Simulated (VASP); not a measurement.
Set up this calculation in VASP 6.6.1, as the native input.

```
Task                   : single point
Functional             : PBE
Potentials or basis    : VASP PAW PBE potentials, release 64 (Hf_pv, O)
Cutoff                 : 520 eV
k mesh                 : 12 × 12 × 12
Occupations            : fermi-dirac, width 0.05 eV
Spin                   : no spin polarisation
Dipole correction      : no
Further INCAR settings : ALGO = Normal; EDIFF = 1e-06; NBANDS = 18
```

The structure of HfO2 (fluorite type) lies in POSCAR:

```
HfO2
1.0
    0.0000000000      2.2669846846      2.2669846846
    2.2669846846      0.0000000000      2.2669846846
    2.2669846846      2.2669846846      0.0000000000
Hf O
1 2
Direct
    0.0000000000      0.0000000000      0.0000000000
    0.2500000000      0.2500000000      0.2500000000
    0.7500000000      0.7500000000      0.7500000000
```

The input as run:

INCAR

```
ALGO     = Normal         # electronic algorithm
EDIFF    = 1E-6           # SCF threshold, eV
ENCUT    = 520            # plane-wave cutoff, eV
GGA      = PE             # functional
ISIF     = 2              # what is computed and relaxed
ISMEAR   = -1             # smearing method
LASPH    = True           # aspherical terms in the spheres
LCHARG   = False          # write CHGCAR
LREAL    = False          # projectors in reciprocal space
LWAVE    = False          # write WAVECAR
NBANDS   = 18             # bands
NELM     = 100            # most SCF steps
PREC     = Accurate       # precision mode
SIGMA    = 0.05           # smearing width, eV
```

KPOINTS

```
k-points
0
Gamma
  12 12 12
```

Potentials or basis: VASP PAW PBE potentials, release 64 (Hf_pv, O).

Command:

```sh
$ cat potpaw_PBE.64/Hf_pv/POTCAR potpaw_PBE.64/O/POTCAR > POTCAR
$ mpirun -np 1 vasp_std > vasp.out
```

It gave:

```
Pressure               : 173.3 GPa
Band gap on the k mesh : 4.48 eV, indirect (least direct gap 4.70 eV)
```

Caveat: spin-orbit coupling is left out, which moves the levels of the heavy elements.

Wall time 11 s on 1 thread of Intel(R) Xeon(R) 6975P-C (Granite Rapids) (shared host), peak memory 0.15 GiB.
